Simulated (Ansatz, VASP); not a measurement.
# Two plane-wave programs on FeSi

```
CELL_PARAMETERS angstrom
4.48200 0.00000 0.00000
0.00000 4.48200 0.00000
0.00000 0.00000 4.48200
ATOMIC_POSITIONS crystal
Fe 0.13480 0.13480 0.13480
Fe 0.36520 0.86520 0.63480
Fe 0.63480 0.36520 0.86520
Fe 0.86520 0.63480 0.36520
Si 0.84020 0.84020 0.84020
Si 0.65980 0.15980 0.34020
Si 0.34020 0.65980 0.15980
Si 0.15980 0.34020 0.65980
```

Alike in both runs: functional PBE; k mesh 8 × 8 × 8; no spin polarisation.

Ansatz relaxed the structure, and its values are those at the end. VASP's run is a single point on that final structure, the one shown.

|  | VASP | Ansatz |
| --- | --- | --- |
| version | VASP 6.6.1 | Ansatz 0.2.0 |
| potentials or method | VASP PAW PBE potentials, release 64 (Fe, Si) | scalar-relativistic, plane waves, PAW |
| plane-wave cutoff (eV) | 520 | 420 |
| occupations | gaussian, width 0.01 eV | fixed |
| valence electrons in the cell | 48 | 80 |

Ansatz gave:

```
pressure (GPa)                     : -4.7
rms of the force components (eV/Å) : 0.002
```

Task: Estimate VASP's values.

Result: Pressure (GPa): -4.5; rms of the force components (eV/Å): 0.016.

VASP's potentials hold 48 valence electrons a cell and Ansatz's 80, so a difference there can come from the potentials and not from the codes. Ansatz's warnings: stress scf threshold loose.
